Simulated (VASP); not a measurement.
# AlN (P6_3mc) in VASP: further runs

Runs on AlN. Level: PBE. Tasks: single point.

Everything below comes from runs of VASP 6.6.1. Logs are shortened: lines on timing, memory, paths and dates and some standing lists are left out, and cuts for length are marked.

## 1. The cell of the first run

It takes space group P6_3mc (No. 186, hexagonal). Conventional cell: a = 3.049 Å, b = 3.049 Å, c = 4.879 Å, α = 90.00°, β = 90.00°, γ = 120.00°. Within 2.5 Å of Al (site symmetry 3m) lie 4 N at 1.85 to 1.86 Å. N (site symmetry 3m) has 4 Al at 1.85 to 1.86 Å within 2.5 Å.

## 2. Single point, PBE

INCAR reads:

```
  PREC = Accurate
  ENCUT = 600
  EDIFF = 1E-6
  ISMEAR = 0
  SIGMA = 0.01
  LREAL = False
  LASPH = True
  NELM = 120
  ALGO = Normal
  ISIF = 2
  LWAVE = False
  LCHARG = False
  GGA = PE
  NBANDS = 16
  GGA_COMPAT = False
```

KPOINTS reads:

```
regular mesh
0
Gamma
  7 7 4
```

POSCAR reads:

```
AlN
1.0
    3.0494515564      0.0000000000      0.0000000000
   -1.5247257782      2.6409024352      0.0000000000
    0.0000000000      0.0000000000      4.8793184075
Al N
2 2
Direct
    0.3333333333      0.6666666667      0.0000000000
    0.6666666667      0.3333333333      0.5000000000
    0.3333333333      0.6666666667      0.3800000000
    0.6666666667      0.3333333333      0.8800000000
```

Potentials or basis: VASP PAW PBE potentials, release 64 (Al, N).

The run is started by

```console
$ cat potpaw_PBE.64/Al/POTCAR potpaw_PBE.64/N/POTCAR > POTCAR
$ mpirun -np 1 vasp_std > vasp.out
```

OUTCAR:

```text
PREC = Accurate
   ENCUT = 600
   EDIFF = 1E-6
   ISMEAR = 0
   LREAL = False
   LASPH = True
   NELM = 120
   ISIF = 2
   GGA = PE

 ion  position               nearest neighbor table
   1  0.333  0.667  0.000-   3 1.85   4 1.86   4 1.86   4 1.86   2 3.01   2 3.01   2 3.01   2 3.01
                             2 3.01   2 3.01
   2  0.667  0.333  0.500-   4 1.85   3 1.86   3 1.86   3 1.86   1 3.01   1 3.01   1 3.01   1 3.01
                             1 3.01   1 3.01
   3  0.333  0.667  0.380-   1 1.85   2 1.86   2 1.86   2 1.86
   4  0.667  0.333  0.880-   2 1.85   1 1.86   1 1.86   1 1.86

  LATTYP: Found a hexagonal cell.
 ALAT       =     3.0494515564
 C/A-ratio  =     1.6000642467

  Lattice vectors:

 A1 = (   3.0494515564,   0.0000000000,   0.0000000000)
 A2 = (  -1.5247257782,   2.6409024352,   0.0000000000)
 A3 = (   0.0000000000,   0.0000000000,   4.8793184075)

Analysis of symmetry for initial positions (statically):
=====================================================================
 Subroutine PRICEL returns:
 Original cell was already a primitive cell.

 Routine SETGRP: Setting up the symmetry group for a
 hexagonal supercell.

 Subroutine GETGRP returns: Found 12 space group operations
 (whereof  6 operations were pure point group operations)
 out of a pool of 24 trial point group operations.

The static configuration has the point symmetry C_3v.
 The point group associated with its full space group is C_6v.

Analysis of symmetry for dynamics (positions and initial velocities):
=====================================================================
 Subroutine PRICEL returns:
 Original cell was already a primitive cell.

 Routine SETGRP: Setting up the symmetry group for a
 hexagonal supercell.

 Subroutine GETGRP returns: Found 12 space group operations
 (whereof  6 operations were pure point group operations)
 out of a pool of 24 trial point group operations.

The dynamic configuration has the point symmetry C_3v.
 The point group associated with its full space group is C_6v.

 Subroutine INISYM returns: Found 12 space group operations
 (whereof  6 operations are pure point group operations),
 and found     1 'primitive' translations

----------------------------------------------------------------------------------------

                                     Primitive cell

  volume of cell :      39.2946

  direct lattice vectors                    reciprocal lattice vectors
     3.049451556  0.000000000  0.000000000     0.327927820  0.189329221  0.000000000
    -1.524725778  2.640902435  0.000000000     0.000000000  0.378658441  0.000000000
     0.000000000  0.000000000  4.879318407     0.000000000  0.000000000  0.204946658

  length of vectors
     3.049451556  3.049451487  4.879318407     0.378658433  0.378658441  0.204946658

  position of ions in fractional coordinates (direct lattice)
     0.333333333  0.666666667  0.000000000
     0.666666667  0.333333333  0.500000000
     0.333333333  0.666666667  0.380000000
     0.666666667  0.333333333  0.880000000

  ion indices of the primitive-cell ions
   primitive index   ion index
                 1           1
                 2           2
                 3           3
                 4           4

----------------------------------------------------------------------------------------

 KPOINTS: regular mesh

Automatic generation of k-mesh.
 Grid dimensions read from file:
 generate k-points for:    7    7    4

 Generating k-lattice:

  Cartesian coordinates                     Fractional coordinates (reciprocal lattice)
     0.046846831  0.027047032  0.000000000     0.142857143 -0.000000000  0.000000000
     0.000000000  0.054094063  0.000000000     0.000000000  0.142857143  0.000000000
     0.000000000  0.000000000  0.051236664     0.000000000  0.000000000  0.250000000

  Length of vectors
     0.054094062  0.054094063  0.051236664

  Shift w.r.t. Gamma in fractional coordinates (k-lattice)
     0.000000000  0.000000000  0.000000000

 Subroutine IBZKPT returns following result:
 ===========================================

 Found     24 irreducible k-points:

 Following reciprocal coordinates:
            Coordinates               Weight
  0.000000  0.000000  0.000000      1.000000
  0.142857 -0.000000  0.000000      6.000000
  0.285714 -0.000000  0.000000      6.000000
  0.428571 -0.000000  0.000000      6.000000
  0.142857  0.142857  0.000000      6.000000
  0.285714  0.142857  0.000000     12.000000
[... 16 lines left out ...]
  0.428571  0.142857  0.500000      6.000000
  0.285714  0.285714  0.500000      6.000000
   k-points           NKPTS =     24   k-points in BZ     NKDIM =     24   number of bands    NBANDS=     16
   number of dos      NEDOS =    301   number of ions     NIONS =      4
   total plane-waves  NPLWV =  23040
   dimension x,y,z NGX =    24 NGY =   24 NGZ =   40
   dimension x,y,z NGXF=    48 NGYF=   48 NGZF=   80
   ions per type =               2   2
   NGX,Y,Z   is equivalent  to a cutoff of  13.08, 13.08, 13.63 a.u.
   NGXF,Y,Z  is equivalent  to a cutoff of  26.17, 26.17, 27.26 a.u.
 SYSTEM =  unknown system
   PREC   = accura    normal or accurate (medium, high low for compatibility)
   ISTART =      0    job   : 0-new  1-cont  2-samecut
   ICHARG =      2    charge: 1-file 2-atom 10-const
   ISPIN  =      1    spin polarized calculation?
   LNONCOLLINEAR =      F non collinear calculations
   LSORBIT =      F    spin-orbit coupling
   LASPH  =      T    aspherical Exc in radial PAW
   ENCUT  =  600.0 eV  44.10 Ry    6.64 a.u.   6.09  6.09  9.75*2*pi/ulx,y,z
   NELM   =    120;   NELMIN=  2; NELMDL= -5     # of ELM steps
   EDIFF  = 0.1E-05   stopping-criterion for ELM
   LREAL  =      F    real-space projection
   EDIFFG = 0.1E-04   stopping-criterion for IOM
   NSW    =      0    number of steps for IOM
   IBRION =     -1    ionic relax: 0-MD 1-quasi-New 2-CG
   NFREE  =      0    steps in history (QN), initial steepest desc. (CG)
   ISIF   =      2    stress and relaxation
   ISYM   =      2    0-nonsym 1-usesym 2-fastsym
   POTIM  = 0.5000    time-step for ionic-motion
   TEBEG  =    0.0;   TEEND  =   0.0 temperature during run
   PSTRESS=    0.0 pullay stress
   NELECT =      16.0000    total number of electrons
   NUPDOWN=      -1.0000    fix difference up-down
   EMIN   =  10.00;   EMAX   =-10.00  energy-range for DOS
   EFERMI =   0.00;   METHOD = LEGACY
   ISMEAR =     0;   SIGMA  =   0.01  broadening in eV -4-tet -1-fermi 0-gaus
   EFERMI_NEDOS =   21; number of points for ismear=-14 and -15
   IALGO  =     38    algorithm
   IMIX   =      4    mixing-type and parameters
     AMIX     =   0.40;   BMIX     =  1.00
     AMIX_MAG =   1.60;   BMIX_MAG =  1.00
  volume/ion in A,a.u.               =       9.82        66.29
  Fermi-wavevector in a.u.,A,eV,Ry     =   1.213399  2.292992 20.032373  1.472338
  Thomas-Fermi vector in A             =   2.348853
   LORBIT       =      0    0 simple, 1 ext, 2 COOP (PROOUT), +10 PAW based schemes
   GGA     = PE    functional components
   LHFCALC =     F    Hartree Fock is set to
   AEXX    =    0.0000 exact exchange contribution
   IVDW    =     0    specifies the selected vdW correction
   LEPSILON=     F    determine dielectric tensor
   LRPA    =     F    only Hartree local field effects (RPA)
 non-spin polarized calculation
 Gauss-broadening in eV      SIGMA  =   0.01
  energy-cutoff  :      600.00
  volume of cell :       39.29
 maximum number of plane-waves:      1328
   NGX = 13   NGY = 13   NGZ = 19

 number of electron      15.9999998 magnetization

 Free energy of the ion-electron system (eV)
  ---------------------------------------------------
  ext. energy  EPLUGINS =         0.00000000
  ---------------------------------------------------
  free energy    TOTEN  =       -29.61055267 eV

  energy without entropy =      -29.61055267  energy(sigma->0) =      -29.61055267

 E-fermi :   6.8042     XC(G=0): -11.1792

 val. band max:        6.7318724211   @ k =   0.0000   0.0000   0.0000
 cond. band min:      11.5111851390   @ k =   0.0000   0.0000   0.0000
 fundamental gap:      4.7793127179
 Fermi energy:         6.8042230714

 k-point     1 :       0.0000    0.0000    0.0000
  band No.  band energies     occupation
      1      -8.8088      2.00000
      2      -6.4633      2.00000
      3       0.4754      2.00000
      4       5.8724      2.00000
      5       5.8724      2.00000
      6       6.5375      2.00000
[... 8 lines left out ...]
     15      20.5032      0.00000
     16      20.5042      0.00000

 k-point     2 :       0.1429   -0.0000    0.0000
  band No.  band energies     occupation
      1      -8.5332      2.00000
      2      -6.3101      2.00000
      3       0.7973      2.00000
      4       4.7366      2.00000
      5       5.5190      2.00000
      6       5.5506      2.00000
[... 8 lines left out ...]
     15      19.8820      0.00000
     16      20.1612      0.00000

 k-point     3 :       0.2857   -0.0000    0.0000
  band No.  band energies     occupation
      1      -7.7817      2.00000
      2      -5.9817      2.00000
      3       1.7079      2.00000
      4       2.6785      2.00000
      5       3.8395      2.00000
      6       4.9978      2.00000
[... 8 lines left out ...]
     15      19.5082      0.00000
     16      21.0933      0.00000

 k-point     4 :       0.4286   -0.0000    0.0000
  band No.  band energies     occupation
      1      -6.8763      2.00000
      2      -5.8694      2.00000
      3       1.2731      2.00000
      4       2.6307      2.00000
      5       2.9366      2.00000
      6       4.6369      2.00000
[... 8 lines left out ...]
     15      19.8771      0.00000
     16      22.7587      0.00000

 k-point     5 :       0.1429    0.1429    0.0000
  band No.  band energies     occupation
      1      -8.0173      2.00000
      2      -6.0657      2.00000
      3       1.4157      2.00000
      4       3.6689      2.00000
      5       3.7784      2.00000
      6       5.3074      2.00000
[... 8 lines left out ...]
     15      20.0449      0.00000
     16      20.7850      0.00000

 k-point     6 :       0.2857    0.1429    0.0000
  band No.  band energies     occupation
      1      -7.1570      2.00000
      2      -5.8362      2.00000
      3       1.9939      2.00000
      4       2.5234      2.00000
      5       2.9147      2.00000
      6       4.3431      2.00000
[... 8 lines left out ...]
     15      19.7421      0.00000
     16      22.1044      0.00000
[... 267 lines left out ...]
 k-point    21 :       0.1429    0.1429    0.5000
  band No.  band energies     occupation
      1      -7.1787      2.00000
      2      -7.1787      2.00000
      3       2.7073      2.00000
      4       2.7073      2.00000
      5       5.0354      2.00000
      6       5.0354      2.00000
[... 8 lines left out ...]
     15      20.1173      0.00000
     16      20.1173      0.00000

 k-point    22 :       0.2857    0.1429    0.5000
  band No.  band energies     occupation
      1      -6.5312      2.00000
      2      -6.5312      2.00000
      3       1.6915      2.00000
      4       1.6915      2.00000
      5       4.4113      2.00000
      6       4.4113      2.00000
[... 8 lines left out ...]
     15      20.5366      0.00000
     16      20.5366      0.00000

 k-point    23 :       0.4286    0.1429    0.5000
  band No.  band energies     occupation
      1      -6.1838      2.00000
      2      -6.1838      2.00000
      3       1.1353      2.00000
      4       1.1353      2.00000
      5       4.1159      2.00000
      6       4.1159      2.00000
[... 8 lines left out ...]
     15      21.0640      0.00000
     16      21.0640      0.00000

 k-point    24 :       0.2857    0.2857    0.5000
  band No.  band energies     occupation
      1      -6.1142      2.00000
      2      -6.1142      2.00000
      3       1.6046      2.00000
      4       1.6046      2.00000
      5       3.0953      2.00000
      6       3.0953      2.00000
[... 8 lines left out ...]
     15      20.7002      0.00000
     16      20.7002      0.00000

------------------------ aborting loop because EDIFF is reached ----------------------------------------

  FORCE on cell =-STRESS in cart. coord.  units (eV):
  Direction    XX          YY          ZZ          XY          YZ          ZX
  --------------------------------------------------------------------------------------
  -------------------------------------------------------------------------------------
  Total        4.2783333      4.2783330      4.5816545      0.0000000     -0.0000000      0.0000000
  in kB      174.4423550    174.4423444    186.8098051      0.0000000     -0.0000000      0.0000000
  external PRESSURE =     178.5648348 kB  Pullay stress =       0.0000000 kB

 VOLUME and BASIS-vectors are now :
 -----------------------------------------------------------------------------
  energy-cutoff  :      600.00
  volume of cell :       39.29
      direct lattice vectors                 reciprocal lattice vectors
     3.049451556  0.000000000  0.000000000     0.327927820  0.189329221  0.000000000
    -1.524725778  2.640902435  0.000000000     0.000000000  0.378658441  0.000000000
     0.000000000  0.000000000  4.879318407     0.000000000  0.000000000  0.204946658

 POSITION                                       TOTAL-FORCE (eV/Angst)
 -----------------------------------------------------------------------------------
     -0.00000      1.76060      0.00000        -0.000000     -0.000000     -0.179844
      1.52473      0.88030      2.43966         0.000000     -0.000000     -0.179844
     -0.00000      1.76060      1.85414        -0.000000      0.000000      0.179844
      1.52473      0.88030      4.29380         0.000000     -0.000000      0.179844
 -----------------------------------------------------------------------------------
    total drift:                                0.000000      0.000000     -0.000046

  FREE ENERGIE OF THE ION-ELECTRON SYSTEM (eV)
  ---------------------------------------------------
  free  energy   TOTEN  =       -29.6105526650 eV

  energy  without entropy=      -29.6105526650  energy(sigma->0) =      -29.61055267
```

It took 6.5 s on 1 thread of Intel Xeon 6975P-C (Granite Rapids), shared host; peak memory 0.15 GiB.

What came out:

- Free energy: -29.6106 eV
- Pressure: 17.9 GPa
- Largest force: 0.180 eV/Å
- Band gap on the k mesh: 4.78 eV, direct

Forces in eV/Å, atoms in the order of the input:
```
Al   0.000  0.000 -0.180
Al   0.000  0.000 -0.180
N    0.000  0.000  0.180
N    0.000  0.000  0.180
```

Stress tensor (GPa, compression positive):
```
17.44  0.00  0.00
 0.00 17.44  0.00
 0.00  0.00 18.68
```

[end of part 1 of 2]
